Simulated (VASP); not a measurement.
# Zr (Cmmm) in VASP: single point with LDA

Aim: the single point of Zr with LDA.

Program: VASP 6.6.1. These are calculated values, not measurements. Logs are shortened: lines on timing, memory, paths and dates and some standing lists are left out, and cuts for length are marked.

### 1 The cell of the first run

The typed cell holds 8 atoms: a = 4.963 Å, b = 5.416 Å, c = 8.591 Å, α = 90.00°, β = 90.00°, γ = 90.00°.

This isn't the form of Zr at room conditions, which is hcp.

### 2 Single point, LDA

INCAR reads:

```
SYSTEM = Zr
  PREC = Accurate
  ENCUT = 520
  EDIFF = 1E-7
  ISMEAR = 0
  SIGMA = 0.1
  LREAL = .False.
  LASPH = .True.
  NELM = 100
  ALGO = Fast
  ISIF = 2
  LWAVE = .False.
  LCHARG = .True.
  GGA = CA
  LELF = .True.
  LVHAR = .True.
  NBANDS = 58
```

KPOINTS reads:

```
regular mesh
0
Gamma
  8 6 6
  0 0 0
```

POSCAR reads:

```
Zr
1.0
    2.4813844566      4.2978839519      0.0000000000
    0.0000000000      0.0000000000      5.4157852646
    7.4396839369     -4.2953035237      0.0000000000
Zr
8
Direct
    0.5000000000      0.0000058535      0.8332955530
    0.0000000000      0.0000058535      0.3332955530
    0.5000000000      0.5000058535      0.1667044470
    1.0000000000      0.5000058535      0.6667044470
    0.5000000000      0.4999941465      0.8332955530
    0.0000000000      0.4999941465      0.3332955530
    0.5000000000      0.9999941465      0.1667044470
    1.0000000000      0.9999941465      0.6667044470
```

Potentials or basis: VASP PAW LDA potentials, release 64 (Zr_sv).

The run is started by

```
cat potpaw_LDA.64/Zr_sv/POTCAR > POTCAR
mpirun -np 1 vasp_std > vasp.out
```

OUTCAR:

```text
SYSTEM = Zr
   PREC = Accurate
   ENCUT = 520
   EDIFF = 1E-7
   ISMEAR = 0
   LREAL = .False.
   LASPH = .True.
   NELM = 100
   ISIF = 2
   GGA = CA

 ion  position               nearest neighbor table
   1  0.500  0.000  0.833-   5 2.71   5 2.71   7 2.86   8 2.86   8 2.86
   2  0.000  0.000  0.333-   6 2.71   6 2.71   8 2.86   7 2.86   7 2.86
   3  0.500  0.500  0.167-   7 2.71   7 2.71   5 2.86   6 2.86   6 2.86
   4  0.000  0.500  0.667-   8 2.71   8 2.71   6 2.86   5 2.86   5 2.86
   5  0.500  0.500  0.833-   1 2.71   1 2.71   3 2.86   4 2.86   4 2.86
   6  0.000  0.500  0.333-   2 2.71   2 2.71   4 2.86   3 2.86   3 2.86
   7  0.500  1.000  0.167-   3 2.71   3 2.71   1 2.86   2 2.86   2 2.86
   8  0.000  1.000  0.667-   4 2.71   4 2.71   2 2.86   1 2.86   1 2.86

  LATTYP: Found a simple orthorhombic cell.
 ALAT       =     4.9627689132
 B/A-ratio  =     1.0912829832
 C/A-ratio  =     1.7310108928

  Lattice vectors:

 A1 = (   2.4813844566,   4.2978839519,   0.0000000000)
 A2 = (   0.0000000000,   0.0000000000,   5.4157852646)
 A3 = (   7.4396839369,  -4.2953035237,   0.0000000000)

Analysis of symmetry for initial positions (statically):
=====================================================================
 Subroutine PRICEL returns following result:

  LATTYP: Found a base centered orthorhombic cell.
 ALAT       =     4.9627689132
 B/A-ratio  =     1.7310108928
 C/A-ratio  =     1.0912829832

  Lattice vectors:

 A1 = (   4.9605341968,   0.0012902141,   0.0000000000)
 A2 = (  -2.4791497401,   4.2965937378,   0.0000000000)
 A3 = (   0.0000000000,   0.0000000000,   5.4157852646)

   2 primitive cells build up your supercell.

 Routine SETGRP: Setting up the symmetry group for a
 simple orthorhombic supercell.

 Subroutine GETGRP returns: Found  8 space group operations
 (whereof  4 operations were pure point group operations)
 out of a pool of  8 trial point group operations.

The static configuration has the point symmetry C_2h.
 The point group associated with its full space group is D_2h.

Analysis of symmetry for dynamics (positions and initial velocities):
=====================================================================
 Subroutine PRICEL returns following result:

  LATTYP: Found a base centered orthorhombic cell.
 ALAT       =     4.9627689132
 B/A-ratio  =     1.7310108928
 C/A-ratio  =     1.0912829832

  Lattice vectors:

 A1 = (   4.9605341968,   0.0012902141,   0.0000000000)
 A2 = (  -2.4791497401,   4.2965937378,   0.0000000000)
 A3 = (   0.0000000000,   0.0000000000,   5.4157852646)

   2 primitive cells build up your supercell.

 Routine SETGRP: Setting up the symmetry group for a
 simple orthorhombic supercell.

 Subroutine GETGRP returns: Found  8 space group operations
 (whereof  4 operations were pure point group operations)
 out of a pool of  8 trial point group operations.

The dynamic configuration has the point symmetry C_2h.
 The point group associated with its full space group is D_2h.

 Subroutine INISYM returns: Found  8 space group operations
 (whereof  4 operations are pure point group operations),
 and found     2 'primitive' translations

----------------------------------------------------------------------------------------

                                     Primitive cell

  volume of cell :     115.4461

  direct lattice vectors                    reciprocal lattice vectors
     4.960534197  0.001290214  0.000000000     0.201560942  0.116301375  0.000000000
    -2.479149740  4.296593738  0.000000000    -0.000060526  0.232707584  0.000000000
     0.000000000  0.000000000  5.415785265     0.000000000  0.000000000  0.184645430

  length of vectors
     4.960534365  4.960534365  5.415785265     0.232707591  0.232707591  0.184645430

  position of ions in fractional coordinates (direct lattice)
     0.333295553  0.666704447  0.000005853
     0.666704447  0.333295553  0.500005853
     0.333295553  0.666704447  0.499994147
     0.666704447  0.333295553  0.999994147

  ion indices of the primitive-cell ions
   primitive index   ion index
                 1           1
                 2           3
                 3           5
                 4           7

----------------------------------------------------------------------------------------

 KPOINTS: regular mesh

Automatic generation of k-mesh.
 Grid dimensions read from file:
 generate k-points for:    8    6    6

 Generating k-lattice:

  Cartesian coordinates                     Fractional coordinates (reciprocal lattice)
     0.012593776  0.021813060  0.000000000     0.125000000  0.000000000  0.000000000
     0.000000000  0.000000000  0.030774238     0.000000000  0.166666667  0.000000000
     0.016801789 -0.009700517  0.000000000     0.000000000  0.000000000  0.166666667

  Length of vectors
     0.025187552  0.030774238  0.019401035

  Shift w.r.t. Gamma in fractional coordinates (k-lattice)
     0.000000000  0.000000000  0.000000000

 Subroutine IBZKPT returns following result:
 ===========================================

 Found     80 irreducible k-points:

 Following reciprocal coordinates:
            Coordinates               Weight
  0.000000  0.000000  0.000000      1.000000
  0.125000  0.000000  0.000000      2.000000
  0.250000  0.000000  0.000000      2.000000
  0.375000  0.000000  0.000000      2.000000
  0.500000  0.000000  0.000000      1.000000
  0.000000  0.166667  0.000000      2.000000
[... 16 lines left out ...]
  0.250000  0.000000  0.166667      4.000000
  0.375000  0.000000  0.166667      4.000000
 [... further k-points ...]
   k-points           NKPTS =     80   k-points in BZ     NKDIM =     80   number of bands    NBANDS=     58
   number of dos      NEDOS =    301   number of ions     NIONS =      8
   total plane-waves  NPLWV = 102400
   dimension x,y,z NGX =    40 NGY =   40 NGZ =   64
   dimension x,y,z NGXF=    80 NGYF=   80 NGZF=  128
   ions per type =               8
   NGX,Y,Z   is equivalent  to a cutoff of  13.40, 12.28, 12.39 a.u.
   NGXF,Y,Z  is equivalent  to a cutoff of  26.80, 24.56, 24.77 a.u.
 SYSTEM =  Zr
   PREC   = accura    normal or accurate (medium, high low for compatibility)
   ISTART =      0    job   : 0-new  1-cont  2-samecut
   ICHARG =      2    charge: 1-file 2-atom 10-const
   ISPIN  =      1    spin polarized calculation?
   LNONCOLLINEAR =      F non collinear calculations
   LSORBIT =      F    spin-orbit coupling
   LASPH  =      T    aspherical Exc in radial PAW
   ENCUT  =  520.0 eV  38.22 Ry    6.18 a.u.   9.23 10.07 15.97*2*pi/ulx,y,z
   NELM   =    100;   NELMIN=  2; NELMDL= -5     # of ELM steps
   EDIFF  = 0.1E-06   stopping-criterion for ELM
   LREAL  =      F    real-space projection
   EDIFFG = 0.1E-05   stopping-criterion for IOM
   NSW    =      0    number of steps for IOM
   IBRION =     -1    ionic relax: 0-MD 1-quasi-New 2-CG
   NFREE  =      0    steps in history (QN), initial steepest desc. (CG)
   ISIF   =      2    stress and relaxation
   ISYM   =      2    0-nonsym 1-usesym 2-fastsym
   POTIM  = 0.5000    time-step for ionic-motion
   TEBEG  =    0.0;   TEEND  =   0.0 temperature during run
   PSTRESS=    0.0 pullay stress
   NELECT =      96.0000    total number of electrons
   NUPDOWN=      -1.0000    fix difference up-down
   EMIN   =  10.00;   EMAX   =-10.00  energy-range for DOS
   EFERMI =   0.00;   METHOD = LEGACY
   ISMEAR =     0;   SIGMA  =   0.10  broadening in eV -4-tet -1-fermi 0-gaus
   EFERMI_NEDOS =   21; number of points for ismear=-14 and -15
   IALGO  =     68    algorithm
   IMIX   =      4    mixing-type and parameters
     AMIX     =   0.40;   BMIX     =  1.00
     AMIX_MAG =   1.60;   BMIX_MAG =  1.00
  volume/ion in A,a.u.               =      28.86       194.77
  Fermi-wavevector in a.u.,A,eV,Ry     =   1.221881  2.309020 20.313394  1.492992
  Thomas-Fermi vector in A             =   2.357047
   LORBIT       =      0    0 simple, 1 ext, 2 COOP (PROOUT), +10 PAW based schemes
   GGA     = CA    functional components
   LHFCALC =     F    Hartree Fock is set to
   AEXX    =    0.0000 exact exchange contribution
   IVDW    =     0    specifies the selected vdW correction
   LEPSILON=     F    determine dielectric tensor
   LRPA    =     F    only Hartree local field effects (RPA)
 non-spin polarized calculation
 RMM-DIIS sequential band-by-band and
 Gauss-broadening in eV      SIGMA  =   0.10
  energy-cutoff  :      520.00
  volume of cell :      230.89
 maximum number of plane-waves:      6256
 NGX is ok and might be reduce to    40
   NGX = 19   NGY = 21   NGZ = 31

 number of electron      95.9999997 magnetization

 Free energy of the ion-electron system (eV)
  ---------------------------------------------------
  ext. energy  EPLUGINS =         0.00000000
  ---------------------------------------------------
  free energy    TOTEN  =       -61.76569593 eV

  energy without entropy =      -61.70091973  energy(sigma->0) =      -61.73330783

 E-fermi :   5.8535     XC(G=0):  -9.9748

 val. band max:        5.8490526638   @ k =   0.3750   0.3333   0.0000
 cond. band min:       5.8558209619   @ k =   0.1250   0.3333   0.0000
 fundamental gap:      0.0067682981
 Fermi energy:         5.8535458769

 k-point     1 :       0.0000    0.0000    0.0000
  band No.  band energies     occupation
      1     -42.4836      2.00000
      2     -42.3984      2.00000
      3     -42.3121      2.00000
      4     -42.2241      2.00000
      5     -42.1805      2.00000
      6     -42.0994      2.00000
[... 50 lines left out ...]
     57       7.7074      0.00000
     58       7.8033      0.00000

 k-point     2 :       0.1250    0.0000    0.0000
  band No.  band energies     occupation
      1     -42.4772      2.00000
      2     -42.3919      2.00000
      3     -42.3187      2.00000
      4     -42.2309      2.00000
      5     -42.1744      2.00000
      6     -42.0932      2.00000
[... 50 lines left out ...]
     57       7.4474      0.00000
     58       7.9453      0.00000
[... 1279 lines left out ...]
     57       7.2028      0.00000
     58       7.5155      0.00000

 k-point    24 :       0.3750    0.0000    0.1667
  band No.  band energies     occupation
      1     -42.4287      2.00000
      2     -42.3775      2.00000
      3     -42.3333      2.00000
      4     -42.2811      2.00000
      5     -42.1283      2.00000
      6     -42.0795      2.00000
[... 50 lines left out ...]
     57       7.5431      0.00000
     58       7.7402      0.00000

 [... further k-points ...]

------------------------ aborting loop because EDIFF is reached ----------------------------------------

  FORCE on cell =-STRESS in cart. coord.  units (eV):
  Direction    XX          YY          ZZ          XY          YZ          ZX
  --------------------------------------------------------------------------------------
  -------------------------------------------------------------------------------------
  Total       -0.0204936     -0.0325717      0.0215321     -0.0104600     -0.0000000      0.0000000
  in kB       -0.1422067     -0.2260176      0.1494129     -0.0725824     -0.0000000      0.0000000
  external PRESSURE =      -0.0729371 kB  Pullay stress =       0.0000000 kB

 VOLUME and BASIS-vectors are now :
 -----------------------------------------------------------------------------
  energy-cutoff  :      520.00
  volume of cell :      230.89
      direct lattice vectors                 reciprocal lattice vectors
     2.481384457  4.297883952  0.000000000     0.100750208  0.174504479  0.000000000
     0.000000000  0.000000000  5.415785265     0.000000000  0.000000000  0.184645430
     7.439683937 -4.295303524  0.000000000     0.100810734 -0.058203105  0.000000000

 POSITION                                       TOTAL-FORCE (eV/Angst)
 -----------------------------------------------------------------------------------
      7.44015     -1.43032      0.00003        -0.003784      0.002185     -0.000586
      2.47961     -1.43161      0.00003        -0.003784      0.002185     -0.000586
      2.48092      1.43290      2.70792         0.003784     -0.002185     -0.000586
      4.96007     -2.86370      2.70792         0.003784     -0.002185     -0.000586
      7.44015     -1.43032      2.70786        -0.003784      0.002185      0.000586
      2.47961     -1.43161      2.70786        -0.003784      0.002185      0.000586
      2.48092      1.43290      5.41575         0.003784     -0.002185      0.000586
      4.96007     -2.86370      5.41575         0.003784     -0.002185      0.000586
 -----------------------------------------------------------------------------------
    total drift:                                0.000000     -0.000000     -0.000000

  FREE ENERGIE OF THE ION-ELECTRON SYSTEM (eV)
  ---------------------------------------------------
  free  energy   TOTEN  =       -61.7656959317 eV

  energy  without entropy=      -61.7009197301  energy(sigma->0) =      -61.73330783
```

Run time: 53 min. Hardware: 1 thread of Oxide Virtual Turin-like, shared host; peak memory 0.71 GiB.

What came out:

| Quantity | Value |
| --- | --- |
| Free energy | -61.7657 eV |
| Pressure | 0.0 GPa |
| Largest force | 0.004 eV/Å |
| Band gap on the k mesh | zero (bands 48 and 49 overlap by 0.57 eV) |

Forces in eV/Å, atoms in the order of the input:
```
Zr  -0.004  0.002 -0.001
Zr  -0.004  0.002 -0.001
Zr   0.004 -0.002 -0.001
Zr   0.004 -0.002 -0.001
Zr  -0.004  0.002  0.001
Zr  -0.004  0.002  0.001
Zr   0.004 -0.002  0.001
Zr   0.004 -0.002  0.001
```
